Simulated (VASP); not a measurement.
# AlSn (Fd-3m) in VASP: further runs

The runs below take AlSn through single point, relaxation of cell and atoms, with PBE.

Program: VASP 6.6.1. These are calculated values, not measurements. Logs are shortened: lines on timing, memory, paths and dates and some standing lists are left out, and cuts for length are marked.

## (1) The cell of the first run

It takes space group Fd-3m (No. 227, cubic). The conventional cell has a = 7.057 Å, b = 7.057 Å, c = 7.057 Å, α = 90.00°, β = 90.00°, γ = 90.00°. Within 4.0 Å of Al (site symmetry -43m) lie 4 Al at 3.06 Å and 10 Sn at 3.06 to 3.53 Å. Sn (site symmetry -43m) has 4 Sn at 3.06 Å and 10 Al at 3.06 to 3.53 Å within 4.0 Å.

The cell was built from a structure type or drawn by symmetry, and may not be a known phase.

## (2) Single point, PBE

INCAR reads:

```
ALGO = Fast ; EDIFF = 1E-6
ENCUT = 520 ; GGA = PE
ISIF = 2 ; ISMEAR = 0
LASPH = True ; LCHARG = False
LREAL = False ; LWAVE = False
NBANDS = 25 ; NELM = 80
PREC = Accurate ; SIGMA = 0.1
```

KPOINTS reads:

```
k-points
0
Gamma
  4 4 4
```

POSCAR reads:

```
AlSn
1.0
    0.0000000000      3.5286198100      3.5286198100
    3.5286198100      0.0000000000      3.5286198100
    3.5286198100      3.5286198100      0.0000000000
Al Sn
2 2
Direct
    0.0000000000      0.0000000000      0.0000000000
    0.2500000000      0.2500000000      0.2500000000
    0.7500000000      0.7500000000      0.7500000000
    0.5000000000      0.5000000000      0.5000000000
```

Potentials or basis: VASP PAW PBE potentials, release 64 (Al, Sn_d).

Command:

```sh
$ cat potpaw_PBE.64/Al/POTCAR potpaw_PBE.64/Sn_d/POTCAR > POTCAR
$ mpirun -np 1 vasp_std > vasp.out
```

OUTCAR:

```text
EDIFF = 1E-6
   ENCUT = 520
   GGA = PE
   ISIF = 2
   ISMEAR = 0
   LASPH = True
   LREAL = False
   NELM = 80
   PREC = Accurate

 ion  position               nearest neighbor table
   1  0.000  0.000  0.000-   3 3.06   3 3.06   3 3.06   2 3.06   3 3.06   2 3.06   2 3.06   2 3.06
                             4 3.53   4 3.53   4 3.53   4 3.53   4 3.53   4 3.53
   2  0.250  0.250  0.250-   1 3.06   1 3.06   1 3.06   1 3.06   4 3.06   4 3.06   4 3.06   4 3.06
                             3 3.53   3 3.53   3 3.53   3 3.53   3 3.53   3 3.53
   3  0.750  0.750  0.750-   4 3.06   4 3.06   4 3.06   1 3.06   4 3.06   1 3.06   1 3.06   1 3.06
                             2 3.53   2 3.53   2 3.53   2 3.53   2 3.53   2 3.53
   4  0.500  0.500  0.500-   2 3.06   2 3.06   2 3.06   2 3.06   3 3.06   3 3.06   3 3.06   3 3.06
                             1 3.53   1 3.53   1 3.53   1 3.53   1 3.53   1 3.53

  LATTYP: Found a face centered cubic cell.
 ALAT       =     7.0572396200

  Lattice vectors:

 A1 = (   0.0000000000,   3.5286198100,   3.5286198100)
 A2 = (   3.5286198100,   0.0000000000,   3.5286198100)
 A3 = (   3.5286198100,   3.5286198100,   0.0000000000)

Analysis of symmetry for initial positions (statically):
=====================================================================
 Subroutine PRICEL returns:
 Original cell was already a primitive cell.

 Routine SETGRP: Setting up the symmetry group for a
 face centered cubic supercell.

 Subroutine GETGRP returns: Found 48 space group operations
 (whereof 24 operations were pure point group operations)
 out of a pool of 48 trial point group operations.

The static configuration has the point symmetry T_d .
 The point group associated with its full space group is O_h .

Analysis of symmetry for dynamics (positions and initial velocities):
=====================================================================
 Subroutine PRICEL returns:
 Original cell was already a primitive cell.

 Routine SETGRP: Setting up the symmetry group for a
 face centered cubic supercell.

 Subroutine GETGRP returns: Found 48 space group operations
 (whereof 24 operations were pure point group operations)
 out of a pool of 48 trial point group operations.

The dynamic configuration has the point symmetry T_d .
 The point group associated with its full space group is O_h .

 Subroutine INISYM returns: Found 48 space group operations
 (whereof 24 operations are pure point group operations),
 and found     1 'primitive' translations

----------------------------------------------------------------------------------------

                                     Primitive cell

  volume of cell :      87.8708

  direct lattice vectors                    reciprocal lattice vectors
     0.000000000  3.528619810  3.528619810    -0.141698462  0.141698462  0.141698462
     3.528619810  0.000000000  3.528619810     0.141698462 -0.141698462  0.141698462
     3.528619810  3.528619810  0.000000000     0.141698462  0.141698462 -0.141698462

  length of vectors
     4.990221992  4.990221992  4.990221992     0.245428936  0.245428936  0.245428936

  position of ions in fractional coordinates (direct lattice)
     0.000000000  0.000000000  0.000000000
     0.250000000  0.250000000  0.250000000
     0.750000000  0.750000000  0.750000000
     0.500000000  0.500000000  0.500000000

  ion indices of the primitive-cell ions
   primitive index   ion index
                 1           1
                 2           2
                 3           3
                 4           4

----------------------------------------------------------------------------------------

 KPOINTS: k-points

Automatic generation of k-mesh.
 Grid dimensions read from file:
 generate k-points for:    4    4    4

 Generating k-lattice:

  Cartesian coordinates                     Fractional coordinates (reciprocal lattice)
    -0.035424615  0.035424615  0.035424615     0.250000000  0.000000000  0.000000000
     0.035424615 -0.035424615  0.035424615     0.000000000  0.250000000  0.000000000
     0.035424615  0.035424615 -0.035424615     0.000000000  0.000000000  0.250000000

  Length of vectors
     0.061357234  0.061357234  0.061357234

  Shift w.r.t. Gamma in fractional coordinates (k-lattice)
     0.000000000  0.000000000  0.000000000

 Subroutine IBZKPT returns following result:
 ===========================================

 Found      8 irreducible k-points:

 Following reciprocal coordinates:
            Coordinates               Weight
  0.000000  0.000000  0.000000      1.000000
  0.250000  0.000000  0.000000      8.000000
  0.500000  0.000000  0.000000      4.000000
  0.250000  0.250000  0.000000      6.000000
  0.500000  0.250000  0.000000     24.000000
 -0.250000  0.250000  0.000000     12.000000
  0.500000  0.500000  0.000000      3.000000
 -0.250000  0.500000  0.250000      6.000000
   k-points           NKPTS =      8   k-points in BZ     NKDIM =      8   number of bands    NBANDS=     25
   number of dos      NEDOS =    301   number of ions     NIONS =      4
   total plane-waves  NPLWV =  64000
   dimension x,y,z NGX =    40 NGY =   40 NGZ =   40
   dimension x,y,z NGXF=    80 NGYF=   80 NGZF=   80
   ions per type =               2   2
   NGX,Y,Z   is equivalent  to a cutoff of  13.33, 13.33, 13.33 a.u.
   NGXF,Y,Z  is equivalent  to a cutoff of  26.65, 26.65, 26.65 a.u.
 SYSTEM =  unknown system
   PREC   = accura    normal or accurate (medium, high low for compatibility)
   ISTART =      0    job   : 0-new  1-cont  2-samecut
   ICHARG =      2    charge: 1-file 2-atom 10-const
   ISPIN  =      1    spin polarized calculation?
   LNONCOLLINEAR =      F non collinear calculations
   LSORBIT =      F    spin-orbit coupling
   LASPH  =      T    aspherical Exc in radial PAW
   ENCUT  =  520.0 eV  38.22 Ry    6.18 a.u.   9.28  9.28  9.28*2*pi/ulx,y,z
   NELM   =     80;   NELMIN=  2; NELMDL= -5     # of ELM steps
   EDIFF  = 0.1E-05   stopping-criterion for ELM
   LREAL  =      F    real-space projection
   EDIFFG = 0.1E-04   stopping-criterion for IOM
   NSW    =      0    number of steps for IOM
   IBRION =     -1    ionic relax: 0-MD 1-quasi-New 2-CG
   NFREE  =      0    steps in history (QN), initial steepest desc. (CG)
   ISIF   =      2    stress and relaxation
   ISYM   =      2    0-nonsym 1-usesym 2-fastsym
   POTIM  = 0.5000    time-step for ionic-motion
   TEBEG  =    0.0;   TEEND  =   0.0 temperature during run
   PSTRESS=    0.0 pullay stress
   NELECT =      34.0000    total number of electrons
   NUPDOWN=      -1.0000    fix difference up-down
   EMIN   =  10.00;   EMAX   =-10.00  energy-range for DOS
   EFERMI =   0.00;   METHOD = LEGACY
   ISMEAR =     0;   SIGMA  =   0.10  broadening in eV -4-tet -1-fermi 0-gaus
   EFERMI_NEDOS =   21; number of points for ismear=-14 and -15
   IALGO  =     68    algorithm
   IMIX   =      4    mixing-type and parameters
     AMIX     =   0.40;   BMIX     =  1.00
     AMIX_MAG =   1.60;   BMIX_MAG =  1.00
  volume/ion in A,a.u.               =      21.97       148.25
  Fermi-wavevector in a.u.,A,eV,Ry     =   1.192943  2.254335 19.362620  1.423112
  Thomas-Fermi vector in A             =   2.328969
   LORBIT       =      0    0 simple, 1 ext, 2 COOP (PROOUT), +10 PAW based schemes
   GGA     = PE    functional components
   LHFCALC =     F    Hartree Fock is set to
   AEXX    =    0.0000 exact exchange contribution
   IVDW    =     0    specifies the selected vdW correction
   LEPSILON=     F    determine dielectric tensor
   LRPA    =     F    only Hartree local field effects (RPA)
 non-spin polarized calculation
 RMM-DIIS sequential band-by-band and
 Gauss-broadening in eV      SIGMA  =   0.10
  energy-cutoff  :      520.00
  volume of cell :       87.87
 maximum number of plane-waves:      2421
 NGX is ok and might be reduce to    40
   NGX = 19   NGY = 19   NGZ = 19

 number of electron      34.0000003 magnetization

 Free energy of the ion-electron system (eV)
  ---------------------------------------------------
  ext. energy  EPLUGINS =         0.00000000
  ---------------------------------------------------
  free energy    TOTEN  =       -14.02850435 eV

  energy without entropy =      -14.01322306  energy(sigma->0) =      -14.02086371

 E-fermi :   8.0640     XC(G=0): -10.3087

 val. band max:        7.8431109967   @ k =   0.2500   0.0000   0.0000
 cond. band min:       8.1213706439   @ k =   0.5000   0.2500   0.0000
 fundamental gap:      0.2782596472
 Fermi energy:         8.0640084550

 k-point     1 :       0.0000    0.0000    0.0000
  band No.  band energies     occupation
      1     -13.4772      2.00000
      2     -13.4772      2.00000
      3     -13.4772      2.00000
      4     -13.4378      2.00000
      5     -13.4378      2.00000
      6     -13.2900      2.00000
[... 17 lines left out ...]
     24      11.6487      0.00000
     25      11.6487      0.00000

 k-point     2 :       0.2500    0.0000    0.0000
  band No.  band energies     occupation
      1     -13.4899      2.00000
      2     -13.4899      2.00000
      3     -13.4704      2.00000
      4     -13.4184      2.00000
      5     -13.4184      2.00000
      6     -13.3069      2.00000
[... 17 lines left out ...]
     24      13.9390      0.00000
     25      13.9391      0.00000

 k-point     3 :       0.5000    0.0000    0.0000
  band No.  band energies     occupation
      1     -13.4959      2.00000
      2     -13.4959      2.00000
      3     -13.4634      2.00000
      4     -13.4081      2.00000
      5     -13.4081      2.00000
      6     -13.3127      2.00000
[... 17 lines left out ...]
     24      12.6068      0.00000
     25      15.7458      0.00000

 k-point     4 :       0.2500    0.2500    0.0000
  band No.  band energies     occupation
      1     -13.4916      2.00000
      2     -13.4916      2.00000
      3     -13.4766      2.00000
      4     -13.4138      2.00000
      5     -13.3912      2.00000
      6     -13.3519      2.00000
[... 17 lines left out ...]
     24      12.3119      0.00000
     25      15.3729      0.00000

 k-point     5 :       0.5000    0.2500    0.0000
  band No.  band energies     occupation
      1     -13.5118      2.00000
      2     -13.5009      2.00000
      3     -13.4446      2.00000
      4     -13.3892      2.00000
      5     -13.3772      2.00000
      6     -13.3645      2.00000
[... 17 lines left out ...]
     24      14.1633      0.00000
     25      15.0485      0.00000

 k-point     6 :      -0.2500    0.2500    0.0000
  band No.  band energies     occupation
      1     -13.5086      2.00000
      2     -13.5012      2.00000
      3     -13.4428      2.00000
      4     -13.4067      2.00000
      5     -13.3879      2.00000
      6     -13.3363      2.00000
[... 17 lines left out ...]
     24      13.8571      0.00000
     25      15.1511      0.00000

 k-point     7 :       0.5000    0.5000    0.0000
  band No.  band energies     occupation
      1     -13.5042      2.00000
      2     -13.5042      2.00000
      3     -13.4318      2.00000
      4     -13.4318      2.00000
      5     -13.3568      2.00000
      6     -13.3568      2.00000
[... 17 lines left out ...]
     24      13.5593      0.00000
     25      14.3218      0.00000

 k-point     8 :      -0.2500    0.5000    0.2500
  band No.  band energies     occupation
      1     -13.5136      2.00000
      2     -13.5136      2.00000
      3     -13.4017      2.00000
      4     -13.4017      2.00000
      5     -13.3625      2.00000
      6     -13.3625      2.00000
[... 17 lines left out ...]
     24      13.9140      0.00000
     25      14.2298      0.00000

------------------------ aborting loop because EDIFF is reached ----------------------------------------

  FORCE on cell =-STRESS in cart. coord.  units (eV):
  Direction    XX          YY          ZZ          XY          YZ          ZX
  --------------------------------------------------------------------------------------
  -------------------------------------------------------------------------------------
  Total        2.7215384      2.7215384      2.7215384      0.0000000      0.0000000      0.0000000
  in kB       49.6227067     49.6227067     49.6227067      0.0000000      0.0000000      0.0000000
  external PRESSURE =      49.6227067 kB  Pullay stress =       0.0000000 kB

 VOLUME and BASIS-vectors are now :
 -----------------------------------------------------------------------------
  energy-cutoff  :      520.00
  volume of cell :       87.87
      direct lattice vectors                 reciprocal lattice vectors
     0.000000000  3.528619810  3.528619810    -0.141698462  0.141698462  0.141698462
     3.528619810  0.000000000  3.528619810     0.141698462 -0.141698462  0.141698462
     3.528619810  3.528619810  0.000000000     0.141698462  0.141698462 -0.141698462

 POSITION                                       TOTAL-FORCE (eV/Angst)
 -----------------------------------------------------------------------------------
      0.00000      0.00000      0.00000         0.000000      0.000000      0.000000
      1.76431      1.76431      1.76431        -0.000000      0.000000     -0.000000
      5.29293      5.29293      5.29293         0.000000     -0.000000     -0.000000
      3.52862      3.52862      3.52862        -0.000000     -0.000000      0.000000
 -----------------------------------------------------------------------------------
    total drift:                               -0.000000     -0.000000      0.000000

  FREE ENERGIE OF THE ION-ELECTRON SYSTEM (eV)
  ---------------------------------------------------
  free  energy   TOTEN  =       -14.0285043494 eV

  energy  without entropy=      -14.0132230608  energy(sigma->0) =      -14.02086371
```

It took 15 s on 1 thread of AMD EPYC 9R45 (Zen 5), shared host; peak memory 0.2 GiB.

What came out:

| Property | Result |
| --- | --- |
| Free energy | -14.0285 eV |
| Pressure | 5.0 GPa |
| Band gap on the k mesh | zero (bands 17 and 18 overlap by 5.10 eV) |

Levels at points of the mesh, in eV from the Fermi level:
```tsv
k point	band 14	band 15	band 16	band 17	band 18	band 19	band 20	band 21
(0.00, 0.00, 0.00)	-1.37	-1.37	-1.37	-1.20	-1.20	-1.20	0.62	0.62
(0.50, 0.00, 0.00)	-2.57	-2.57	-2.20	-1.52	-1.52	2.86	2.95	3.59
(0.50, 0.50, 0.00)	-4.68	-4.44	-4.44	3.58	3.58	3.62	3.62	4.43
```

Caveat: the k points lie up to 0.39 Å⁻¹ apart, too coarse for converged energies and pressures of a metal; spin-orbit coupling is left out, which moves the levels of the heavy elements.

[end of part 1 of 4]
